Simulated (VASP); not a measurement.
# CoPtO2 (R-3m) in VASP: a series of runs

Aim: see how the results for CoPtO2 move with the level of theory and the settings. Levels: PBE, PBEsol. Tasks: single point.

Program: VASP 6.6.1. These are calculated values, not measurements. Logs are shortened: lines on timing, memory, paths and dates and some standing lists are left out, and cuts for length are marked.

## Step 1: The cell of the first run

The structure is trigonal, space group R-3m (No. 166). Conventional cell: a = 2.767 Å, b = 2.767 Å, c = 17.454 Å, α = 90.00°, β = 90.00°, γ = 120.00°. Within 2.6 Å of Pt (site symmetry -3m) lie 2 O at 1.96 Å. Within 2.5 Å of Co (site symmetry -3m) lie 6 O at 1.86 Å. Within 2.5 Å of O (site symmetry 3m) lie 3 Co at 1.86 Å and 1 Pt at 1.96 Å and 3 O at 2.48 Å.

## Step 2: Single point, PBE, collinear spin, ferromagnetic start

Contents of INCAR:

```
ALGO = Normal ; EDIFF = 1E-6
ENCUT = 520 ; GGA = PE
ISIF = 2 ; ISMEAR = -1
ISPIN = 2 ; LASPH = True
LCHARG = False ; LMAXMIX = 4
LORBIT = 11 ; LREAL = False
LWAVE = False ; MAGMOM = 0 2 0 0
NBANDS = 28 ; NELM = 150
PREC = Accurate ; SIGMA = 0.05
```

Contents of KPOINTS:

```
k-points
0
Gamma
  11 11 11
```

Contents of POSCAR:

```
CoPtO2
1.0
    1.3834399927      0.7987294522      5.8181430658
   -1.3834399927      0.7987294522      5.8181430658
    0.0000000000     -1.5974589044      5.8181430658
Pt Co O
1 1 2
Direct
    0.0000000000      0.0000000000      0.0000000000
    0.5000000000      0.5000000000      0.5000000000
    0.1122440300      0.1122440300      0.1122440300
    0.8877559700      0.8877559700      0.8877559700
```

Potentials or basis: VASP PAW PBE potentials, release 64 (Pt, Co, O).

Run with:

```console
$ cat potpaw_PBE.64/Pt/POTCAR potpaw_PBE.64/Co/POTCAR potpaw_PBE.64/O/POTCAR > POTCAR
$ mpirun -np 1 vasp_std > vasp.out
```

OUTCAR:

```text
EDIFF = 1E-6
   ENCUT = 520
   GGA = PE
   ISIF = 2
   ISMEAR = -1
   ISPIN = 2
   LASPH = True
   LORBIT = 11
   LREAL = False
   NELM = 150
   PREC = Accurate

 ion  position               nearest neighbor table
   1  0.000  0.000  0.000-   3 1.96   4 1.96
   2  0.500  0.500  0.500-   3 1.86   3 1.86   4 1.86   4 1.86   3 1.86   4 1.86
   3  0.112  0.112  0.112-   2 1.86   2 1.86   2 1.86   1 1.96
   4  0.888  0.888  0.888-   2 1.86   2 1.86   2 1.86   1 1.96

  LATTYP: Found a trigonal (rhomboedric) cell.
 ALAT       =     6.0334619983
 COS(alpha) =     0.8948480128

  Lattice vectors:

 A1 = (   1.3834399927,   0.7987294522,   5.8181430658)
 A2 = (  -1.3834399927,   0.7987294522,   5.8181430658)
 A3 = (   0.0000000000,  -1.5974589044,   5.8181430658)

Analysis of symmetry for initial positions (statically):
=====================================================================
 Subroutine PRICEL returns:
 Original cell was already a primitive cell.

 Routine SETGRP: Setting up the symmetry group for a
 trigonal (rhombohedral) supercell.

 Subroutine GETGRP returns: Found 12 space group operations
 (whereof 12 operations were pure point group operations)
 out of a pool of 12 trial point group operations.

The static configuration has the point symmetry D_3d.

Analysis of symmetry for dynamics (positions and initial velocities):
=====================================================================
 Subroutine PRICEL returns:
 Original cell was already a primitive cell.

 Routine SETGRP: Setting up the symmetry group for a
 trigonal (rhombohedral) supercell.

 Subroutine GETGRP returns: Found 12 space group operations
 (whereof 12 operations were pure point group operations)
 out of a pool of 12 trial point group operations.

The dynamic configuration has the point symmetry D_3d.

Analysis of structural, dynamic, and magnetic symmetry:
=====================================================================
 Subroutine PRICEL returns:
 Original cell was already a primitive cell.

 Routine SETGRP: Setting up the symmetry group for a
 trigonal (rhombohedral) supercell.

 Subroutine GETGRP returns: Found 12 space group operations
 (whereof 12 operations were pure point group operations)
 out of a pool of 12 trial point group operations.

The overall configuration has the point symmetry D_3d.

 Subroutine INISYM returns: Found 12 space group operations
 (whereof 12 operations are pure point group operations),
 and found     1 'primitive' translations

----------------------------------------------------------------------------------------

                                     Primitive cell

  volume of cell :      38.5741

  direct lattice vectors                    reciprocal lattice vectors
     1.383439993  0.798729452  5.818143066     0.361417917  0.208664731  0.057292048
    -1.383439993  0.798729452  5.818143066    -0.361417917  0.208664731  0.057292048
     0.000000000 -1.597458904  5.818143066     0.000000000 -0.417329463  0.057292048

  length of vectors
     6.033461998  6.033461998  6.033461998     0.421243706  0.421243706  0.421243706

  position of ions in fractional coordinates (direct lattice)
     0.000000000  0.000000000  0.000000000
     0.500000000  0.500000000  0.500000000
     0.112244030  0.112244030  0.112244030
     0.887755970  0.887755970  0.887755970

  ion indices of the primitive-cell ions
   primitive index   ion index
                 1           1
                 2           2
                 3           3
                 4           4

----------------------------------------------------------------------------------------

 KPOINTS: k-points

Automatic generation of k-mesh.
 Grid dimensions read from file:
 generate k-points for:   11   11   11

 Generating k-lattice:

  Cartesian coordinates                     Fractional coordinates (reciprocal lattice)
     0.032856174  0.018969521  0.005208368     0.090909091  0.000000000  0.000000000
    -0.032856174  0.018969521  0.005208368     0.000000000  0.090909091  0.000000000
     0.000000000 -0.037939042  0.005208368     0.000000000  0.000000000  0.090909091

  Length of vectors
     0.038294882  0.038294882  0.038294882

  Shift w.r.t. Gamma in fractional coordinates (k-lattice)
     0.000000000  0.000000000  0.000000000

 Subroutine IBZKPT returns following result:
 ===========================================

 Found    146 irreducible k-points:

 Following reciprocal coordinates:
            Coordinates               Weight
  0.000000  0.000000  0.000000      1.000000
  0.090909  0.000000  0.000000      6.000000
  0.181818  0.000000  0.000000      6.000000
  0.272727 -0.000000  0.000000      6.000000
  0.363636  0.000000 -0.000000      6.000000
  0.454545  0.000000 -0.000000      6.000000
[... 16 lines left out ...]
 -0.272727  0.181818  0.000000     12.000000
 -0.181818  0.181818  0.000000      6.000000
 [... further k-points ...]
   k-points           NKPTS =    146   k-points in BZ     NKDIM =    146   number of bands    NBANDS=     28
   number of dos      NEDOS =    301   number of ions     NIONS =      4
   total plane-waves  NPLWV = 110592
   dimension x,y,z NGX =    48 NGY =   48 NGZ =   48
   dimension x,y,z NGXF=    96 NGYF=   96 NGZF=   96
   ions per type =               1   1   2
   NGX,Y,Z   is equivalent  to a cutoff of  13.23, 13.23, 13.23 a.u.
   NGXF,Y,Z  is equivalent  to a cutoff of  26.45, 26.45, 26.45 a.u.
 SYSTEM =  unknown system
   PREC   = accura    normal or accurate (medium, high low for compatibility)
   ISTART =      0    job   : 0-new  1-cont  2-samecut
   ICHARG =      2    charge: 1-file 2-atom 10-const
   ISPIN  =      2    spin polarized calculation?
   LNONCOLLINEAR =      F non collinear calculations
   LSORBIT =      F    spin-orbit coupling
   LASPH  =      T    aspherical Exc in radial PAW
   ENCUT  =  520.0 eV  38.22 Ry    6.18 a.u.  11.22 11.22 11.22*2*pi/ulx,y,z
   NELM   =    150;   NELMIN=  2; NELMDL= -5     # of ELM steps
   EDIFF  = 0.1E-05   stopping-criterion for ELM
   LREAL  =      F    real-space projection
   EDIFFG = 0.1E-04   stopping-criterion for IOM
   NSW    =      0    number of steps for IOM
   IBRION =     -1    ionic relax: 0-MD 1-quasi-New 2-CG
   NFREE  =      0    steps in history (QN), initial steepest desc. (CG)
   ISIF   =      2    stress and relaxation
   ISYM   =      2    0-nonsym 1-usesym 2-fastsym
   POTIM  = 0.5000    time-step for ionic-motion
   TEBEG  =    0.0;   TEEND  =   0.0 temperature during run
   PSTRESS=    0.0 pullay stress
   NELECT =      31.0000    total number of electrons
   NUPDOWN=      -1.0000    fix difference up-down
   EMIN   =  10.00;   EMAX   =-10.00  energy-range for DOS
   EFERMI =   0.00;   METHOD = LEGACY
   ISMEAR =    -1;   SIGMA  =   0.05  broadening in eV -4-tet -1-fermi 0-gaus
   EFERMI_NEDOS =   21; number of points for ismear=-14 and -15
   IALGO  =     38    algorithm
   IMIX   =      4    mixing-type and parameters
     AMIX     =   0.40;   BMIX     =  1.00
     AMIX_MAG =   1.60;   BMIX_MAG =  1.00
  volume/ion in A,a.u.               =       9.64        65.08
  Fermi-wavevector in a.u.,A,eV,Ry     =   1.522054  2.876266 31.519931  2.316650
  Thomas-Fermi vector in A             =   2.630686
   LORBIT       =     11    0 simple, 1 ext, 2 COOP (PROOUT), +10 PAW based schemes
   GGA     = PE    functional components
   LHFCALC =     F    Hartree Fock is set to
   AEXX    =    0.0000 exact exchange contribution
   IVDW    =     0    specifies the selected vdW correction
   LEPSILON=     F    determine dielectric tensor
   LRPA    =     F    only Hartree local field effects (RPA)
 spin polarized calculation
  energy-cutoff  :      520.00
  volume of cell :       38.57
 maximum number of plane-waves:      1051
 NGX is ok and might be reduce to    48
   NGX = 23   NGY = 23   NGZ = 23

 number of electron      31.0000006 magnetization       0.0017657

 number of electron      31.0000006 magnetization      -0.0001410

 Free energy of the ion-electron system (eV)
  ---------------------------------------------------
  ext. energy  EPLUGINS =         0.00000000
  ---------------------------------------------------
  free energy    TOTEN  =       -26.21800460 eV

  energy without entropy =      -26.21523339  energy(sigma->0) =      -26.21661899

 E-fermi :   9.9183     XC(G=0): -13.0556

 val. band max:        9.8199034670   @ k =  -0.2727  -0.2727   0.1818
 cond. band min:      10.0535991791   @ k =   0.4545   0.4545   0.0000
 fundamental gap:      0.2336957121
 Fermi energy:         9.9182555851

 spin component 1

 k-point     1 :       0.0000    0.0000    0.0000
  band No.  band energies     occupation
      1     -12.5105      1.00000
      2     -10.3751      1.00000
      3      -0.5702      1.00000
      4       2.1920      1.00000
      5       2.7208      1.00000
      6       2.7208      1.00000
[... 19 lines left out ...]
     26      28.7685      0.00000
     27      31.8647      0.00000

 k-point     2 :       0.0909    0.0000    0.0000
  band No.  band energies     occupation
      1     -12.4040      1.00000
      2     -10.3673      1.00000
      3      -0.4388      1.00000
      4       2.4191      1.00000
      5       2.4513      1.00000
      6       2.7715      1.00000
[... 19 lines left out ...]
     26      28.2698      0.00000
     27      30.5227      0.00000

 k-point     3 :       0.1818    0.0000    0.0000
  band No.  band energies     occupation
      1     -12.1049      1.00000
      2     -10.3496      1.00000
      3      -0.0877      1.00000
      4       1.8952      1.00000
      5       2.9076      1.00000
      6       3.0186      1.00000
[... 594 lines left out ...]
      1     -11.1036      1.00000
      2     -10.2973      1.00000
      3       0.7717      1.00000
      4       1.3227      1.00000
      5       2.2548      1.00000
      6       2.9314      1.00000
[... 19 lines left out ...]
     26      27.1649      0.00000
     27      27.9942      0.00000

 k-point    24 :      -0.1818    0.1818    0.0000
  band No.  band energies     occupation
      1     -11.4846      1.00000
      2     -10.2938      1.00000
      3       0.4814      1.00000
      4       1.4321      1.00000
      5       2.5761      1.00000
      6       3.1303      1.00000
[... 19 lines left out ...]
     26      28.1569      0.00000
     27      28.4213      0.00000

 [... further k-points ...]

 spin component 2

 k-point     1 :       0.0000    0.0000    0.0000
  band No.  band energies     occupation
      1     -12.5105      1.00000
      2     -10.3750      1.00000
      3      -0.5702      1.00000
      4       2.1921      1.00000
      5       2.7208      1.00000
      6       2.7208      1.00000
[... 19 lines left out ...]
     26      28.7685      0.00000
     27      31.8647      0.00000

 k-point     2 :       0.0909    0.0000    0.0000
  band No.  band energies     occupation
      1     -12.4039      1.00000
      2     -10.3673      1.00000
      3      -0.4388      1.00000
      4       2.4191      1.00000
      5       2.4513      1.00000
      6       2.7714      1.00000
[... 19 lines left out ...]
     26      28.2699      0.00000
     27      30.5228      0.00000

 k-point     3 :       0.1818    0.0000    0.0000
  band No.  band energies     occupation
      1     -12.1048      1.00000
      2     -10.3495      1.00000
      3      -0.0877      1.00000
      4       1.8952      1.00000
      5       2.9076      1.00000
      6       3.0187      1.00000
[... 594 lines left out ...]
      1     -11.1036      1.00000
      2     -10.2973      1.00000
      3       0.7717      1.00000
      4       1.3227      1.00000
      5       2.2548      1.00000
      6       2.9314      1.00000
[... 19 lines left out ...]
     26      27.1650      0.00000
     27      27.9943      0.00000

 k-point    24 :      -0.1818    0.1818    0.0000
  band No.  band energies     occupation
      1     -11.4845      1.00000
      2     -10.2938      1.00000
      3       0.4814      1.00000
      4       1.4321      1.00000
      5       2.5761      1.00000
      6       3.1304      1.00000
[... 19 lines left out ...]
     26      28.1569      0.00000
     27      28.4213      0.00000

 [... further k-points ...]

 [bands above 27 left out]

------------------------ aborting loop because EDIFF is reached ----------------------------------------

  FORCE on cell =-STRESS in cart. coord.  units (eV):
  Direction    XX          YY          ZZ          XY          YZ          ZX
  --------------------------------------------------------------------------------------
  -------------------------------------------------------------------------------------
  Total        5.7267877      5.7267877      6.9963764      0.0000000      0.0000000      0.0000000
  in kB      237.8625068    237.8625068    290.5949582      0.0000000      0.0000000      0.0000000
  external PRESSURE =     255.4399906 kB  Pullay stress =       0.0000000 kB

 VOLUME and BASIS-vectors are now :
 -----------------------------------------------------------------------------
  energy-cutoff  :      520.00
  volume of cell :       38.57
      direct lattice vectors                 reciprocal lattice vectors
     1.383439993  0.798729452  5.818143066     0.361417917  0.208664731  0.057292048
    -1.383439993  0.798729452  5.818143066    -0.361417917  0.208664731  0.057292048
     0.000000000 -1.597458904  5.818143066     0.000000000 -0.417329463  0.057292048

 POSITION                                       TOTAL-FORCE (eV/Angst)
 -----------------------------------------------------------------------------------
      0.00000      0.00000      0.00000         0.000000      0.000000      0.000000
      0.00000      0.00000      8.72721        -0.000000      0.000000      0.000000
      0.00000      0.00000      1.95916        -0.000000      0.000000     -0.225706
      0.00000      0.00000     15.49527        -0.000000     -0.000000      0.225706
 -----------------------------------------------------------------------------------
    total drift:                               -0.000000      0.000000     -0.000000

  FREE ENERGIE OF THE ION-ELECTRON SYSTEM (eV)
  ---------------------------------------------------
  free  energy   TOTEN  =       -26.2180045994 eV

  energy  without entropy=      -26.2152333870  energy(sigma->0) =      -26.21661899

 total charge

# of ion       s       p       d       tot
------------------------------------------
    1        0.687   0.652   8.067   9.406
    2        0.467   0.755   7.445   8.668
    3        1.558   3.503   0.000   5.061
    4        1.558   3.503   0.000   5.061
--------------------------------------------------
tot          4.270   8.414  15.512  28.195

 magnetization (x)

# of ion       s       p       d       tot
------------------------------------------
    1        0.000   0.000   0.000   0.000
    2       -0.000  -0.000  -0.000  -0.000
    3        0.000   0.000   0.000   0.000
    4        0.000   0.000   0.000   0.000
--------------------------------------------------
tot          0.000   0.000  -0.000  -0.000
```

Run time: 18 min. Hardware: 1 thread of Intel Xeon Platinum 8259CL at 2.50GHz (Skylake/Cascade Lake), shared host; peak memory 0.58 GiB.

Results:

```
Free energy                                           : -26.2180 eV
Pressure                                              : 25.5 GPa
Largest force                                         : 0.226 eV/Å
Net moment                                            : 0.00 μB per cell
Valence electrons inside the program's atomic spheres : Pt 9.41; Co 8.67; O 5.06
```

Forces on the atoms (eV/Å):
```
Pt   0.000  0.000  0.000
Co   0.000  0.000  0.000
O    0.000  0.000 -0.226
O    0.000  0.000  0.226
```

Stress tensor (GPa, compression positive):
```
23.79  0.00  0.00
 0.00 23.79  0.00
 0.00  0.00 29.06
```

Caveat: the stress differs along the axes, from 24 to 29 GPa; the moments typed at the start vanished in this run; spin-orbit coupling is left out, which moves the levels of the heavy elements; semilocal functionals often make such compounds metallic where correlation or magnetic order opens a gap, which also shifts bond lengths.

(Part 1 of 2 ends here.)
